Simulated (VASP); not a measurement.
HC8, 9 atoms in the cell. The cell holds a slab with vacuum, 9 atoms: a = 2.465 Å, b = 2.465 Å, c = 46.328 Å, α = 90.00°, β = 90.00°, γ = 120.00°. 

| Quantity | Value |
| --- | --- |
| Program | VASP 6.6.1 |
| Task | relaxation of the atoms |
| Functional | PBE |
| Dispersion | D3(BJ) |
| Potentials or basis | VASP PAW PBE potentials, release 64 (C, H) |
| Cutoff | 520 eV |
| k mesh | 12 × 12 × 1 |
| Occupations | gaussian, width 0.1 eV |
| Spin | no spin polarisation |
| Dipole correction | yes |
| Atoms held fixed (from 0) | [0, 1, 2, 3] |
| Further INCAR settings | ALGO = Normal; EDIFF = 1e-07; NELMDL = -8; IBRION = 2; EDIFFG = -0.03; NSW = 90 |

Potentials or basis: VASP PAW PBE potentials, release 64 (C, H).

Run with:

```bash
$ cat potpaw_PBE.64/C/POTCAR potpaw_PBE.64/H/POTCAR > POTCAR
$ mpirun -np 1 vasp_std > vasp.out
```

Hardware: 1 thread of Intel(R) Xeon(R) 6975P-C (Granite Rapids), on a shared host.

Problem. How long does it take, and how much memory?

Solution. It took 18 min on 1 thread of Intel(R) Xeon(R) 6975P-C (Granite Rapids), on a shared host, peak memory 0.39 GiB. Counts: scf iterations 258, k points 19, ion steps 10.
